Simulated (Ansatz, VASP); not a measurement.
**Two plane-wave programs on InSb**

Contents of INCAR:

```
SYSTEM = InSb
PREC     = Accurate       ! precision mode
ENCUT    = 520            ! plane-wave cutoff, eV
EDIFF    = 1E-8           ! SCF threshold, eV
ISMEAR   = -1             ! smearing method
SIGMA    = 0.08           ! smearing width, eV
LREAL    = .FALSE.        ! projectors in reciprocal space
LASPH    = .TRUE.         ! aspherical terms in the spheres
NELM     = 60             ! most SCF steps
ALGO     = Normal         ! electronic algorithm
ISIF     = 2              ! what is computed and relaxed
LWAVE    = .FALSE.        ! write WAVECAR
LCHARG   = .FALSE.        ! write CHGCAR
GGA      = PE             ! functional
LEFG     = .TRUE.       
NBANDS   = 26             ! bands
```

The input KPOINTS:

```
Automatic mesh
0
G
  6 6 11
  0 0 0
```

POSCAR

```
InSb
1.0
    5.2476427844      0.0000000000      0.0000000000
    0.0000000000      5.5953958530      0.0000000000
    0.0000000000      0.0000000000      3.0004722510
In Sb
2 2
Direct
    0.0000000000      0.0000000000      0.0000000000
    0.5000000000      0.5000000000      0.0000000000
    0.5000000000      0.0000000000      0.8350000000
    0.0000000000      0.5000000000      0.1650000000
```

Input for Ansatz:

```yaml
crystal:
  lattice:
    - [5.2476427844, 0.0, 0.0]
    - [0.0, 5.595395853, 0.0]
    - [0.0, 0.0, 3.000472251]
  atoms:
    - { symbol: In, position: [0.0, 0.0, 0.0] }
    - { symbol: In, position: [0.5, 0.5, 0.0] }
    - { symbol: Sb, position: [0.5, 0.0, 0.835] }
    - { symbol: Sb, position: [0.0, 0.5, 0.165] }
kpoints:
  mp_grid: { grid: [6, 6, 11] }
scf:
  occupations: { method: fermi_dirac, width: 0.08 }
hamiltonian:
  xc: pbe
  pseudopotentials: { kind: paw }
output:
  forces: true
  stress: true
  eigenvalues: true
  efg: { contact_densities: true }
```

Change from the starting cell: volume scaled by 0.94, PAW files.

Alike in both runs: task electric field gradients; functional PBE; k mesh 6 × 6 × 11; occupations fermi-dirac, width 0.08 eV; no spin polarisation.

|  | VASP | Ansatz |
| --- | --- | --- |
| version | VASP 6.6.1 | Ansatz 0.2.0 |
| potentials or method | VASP PAW PBE potentials, release 64 (In_d, Sb) | PAW with Ansatz's default frozen-core files, scalar-relativistic |
| plane-wave cutoff (eV) | 520 | 420 |
| valence electrons in the cell | 36 | 56 |

Ansatz gave:

| Quantity | Value |
| --- | --- |
| pressure (GPa) | 26.4 |
| traceless stress, the component that is largest in VASP (GPa) | 15.03 |
| rms of the force components (eV/Å) | 0.410 |
| size of Vzz on the site where it differs most (V/Å²) | 75.7 |

**Question.** What did VASP give for the same quantities?

**Answer.** Pressure (GPa): 26.4; traceless stress, the component that is largest in VASP (GPa): 14.97; rms of the force components (eV/Å): 0.409; size of Vzz on the site where it differs most (V/Å²): 86.2.

Atom by atom the forces differ by 0.001 eV/Å (rms over components). VASP's potentials hold 36 valence electrons a cell and Ansatz's 56, so a difference there can come from the potentials and not from the codes.

Spin-orbit coupling is off throughout.
